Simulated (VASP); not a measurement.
Write the native input for VASP 6.6.1 that does the following.

* Task: electric field gradients
* Functional: r2SCAN
* Potentials or basis: VASP PAW PBE potentials, release 64 (Hg, Te)
* Cutoff: 520 eV
* k mesh: 13 × 13 × 13
* Occupations: fermi-dirac, width 0.05 eV
* Spin: no spin polarisation
* Dipole correction: no
* Further INCAR settings: ALGO = Normal; EDIFF = 1e-08; NBANDS = 16

Crystal: HgTe.

```
Hg Te
1.0
     0.00000    3.22350    3.22350
     3.22350    0.00000    3.22350
     3.22350    3.22350    0.00000
Hg Te
1 1
Cartesian
  0.0000 0.0000 0.0000
  1.6118 1.6118 1.6118
```

The input as run:

POSCAR

```
HgTe
1.0
    0.0000000000      3.2235000000      3.2235000000
    3.2235000000      0.0000000000      3.2235000000
    3.2235000000      3.2235000000      0.0000000000
Hg Te
1 1
Direct
    0.0000000000      0.0000000000      0.0000000000
    0.2500000000      0.2500000000      0.2500000000
```

INCAR.step1

```
  ALGO = Normal
  EDIFF = 1E-4
  ENCUT = 520
  GGA = PE
  ISMEAR = -1
  LASPH = True
  LCHARG = False
  LREAL = False
  LWAVE = True
  NBANDS = 16
  NELM = 60
  PREC = Accurate
  SIGMA = 0.05
```

INCAR.step2

```
  ALGO = Normal
  EDIFF = 1E-8
  ENCUT = 520
  ISIF = 2
  ISMEAR = -1
  ISTART = 1
  LASPH = True
  LCHARG = False
  LEFG = True
  LMIXTAU = True
  LREAL = False
  LWAVE = False
  METAGGA = R2SCAN
  NBANDS = 16
  NELM = 60
  PREC = Accurate
  SIGMA = 0.05
```

KPOINTS

```
k-points
0
Gamma
  13 13 13
```

Potentials or basis: VASP PAW PBE potentials, release 64 (Hg, Te).

Run with:

```console
$ cat potpaw_PBE.64/Hg/POTCAR potpaw_PBE.64/Te/POTCAR > POTCAR
$ cp INCAR.step1 INCAR
$ mpirun -np 1 vasp_std > vasp.out
$ cp INCAR.step2 INCAR
$ mpirun -np 1 vasp_std > vasp.out
```

It gave:

| Property | Result |
| --- | --- |
| Pressure | 2.8 GPa |
| Band gap on the k mesh | zero (filled and empty bands touch) |

Caveat: without QUAD_EFG the Cq values of the log hold for a quadrupole moment of 1 mb, not for the nuclei; the PAW data sets were made with another functional, which shifts forces and pressure a little; spin-orbit coupling is left out, which moves the levels of the heavy elements.

Wall time 2.7 min on 1 thread of Intel(R) Xeon(R) 6975P-C (Granite Rapids), on a shared host, peak memory 0.28 GiB.
